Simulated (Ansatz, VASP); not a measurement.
NaF: VASP beside Ansatz

Contents of INCAR:

```
SYSTEM = NaF
PREC     = Accurate       ! precision mode
ENCUT    = 520            ! plane-wave cutoff, eV
EDIFF    = 1E-7           ! SCF threshold, eV
ISMEAR   = 0              ! smearing method
SIGMA    = 0.01           ! smearing width, eV
LREAL    = .FALSE.        ! projectors in reciprocal space
LASPH    = .TRUE.         ! aspherical terms in the spheres
NELM     = 80             ! most SCF steps
ALGO     = Normal         ! electronic algorithm
ISIF     = 2              ! what is computed and relaxed
LWAVE    = .FALSE.        ! write WAVECAR
LCHARG   = .FALSE.        ! write CHGCAR
GGA      = PE             ! functional
NBANDS   = 14             ! bands
```

Contents of KPOINTS:

```
regular mesh
0
G
  8 8 8
  0 0 0
```

POSCAR

```
NaF
1.0
    0.0000000000      2.3017763966      2.3017763966
    2.3017763966      0.0000000000      2.3017763966
    2.3017763966      2.3017763966      0.0000000000
Na F
1 1
Direct
    0.0000000000      0.0000000000      0.0000000000
    0.5000000000      0.5000000000      0.5000000000
```

Input for Ansatz:

```yaml
crystal:
  lattice:
    - [0.0, 2.3017763966, 2.3017763966]
    - [2.3017763966, 0.0, 2.3017763966]
    - [2.3017763966, 2.3017763966, 0.0]
  atoms:
    - { symbol: Na, position: [0.0, 0.0, 0.0] }
    - { symbol: F, position: [0.5, 0.5, 0.5] }
kpoints:
  mp_grid: { grid: [8, 8, 8] }
hamiltonian:
  xc: pbe
scf:
  occupations: { method: fixed }
  n_extra_bands: 4
output:
  forces: true
  stress: true
  eigenvalues: true
```

Alike in both runs: task single point; functional PBE; k mesh 8 × 8 × 8; no spin polarisation.

|  | VASP | Ansatz |
| --- | --- | --- |
| version | VASP 6.6.1 | Ansatz 0.2.0 |
| potentials or method | VASP PAW PBE potentials, release 64 (Na_pv, F) | plane waves, PAW |
| plane-wave cutoff (eV) | 520 | 420 |
| occupations | gaussian, width 0.01 eV | fixed |
| valence electrons in the cell | 14 | 16 |

Ansatz gave:

* gap on the k mesh at the Fermi level (eV): 6.42
* pressure (GPa): 3.3

Question: Estimate VASP's values.

Answer: gap on the k mesh at the Fermi level (eV): 6.41; pressure (GPa): 3.1.

VASP's potentials hold 14 valence electrons a cell and Ansatz's 16, so a difference there can come from the potentials and not from the codes.
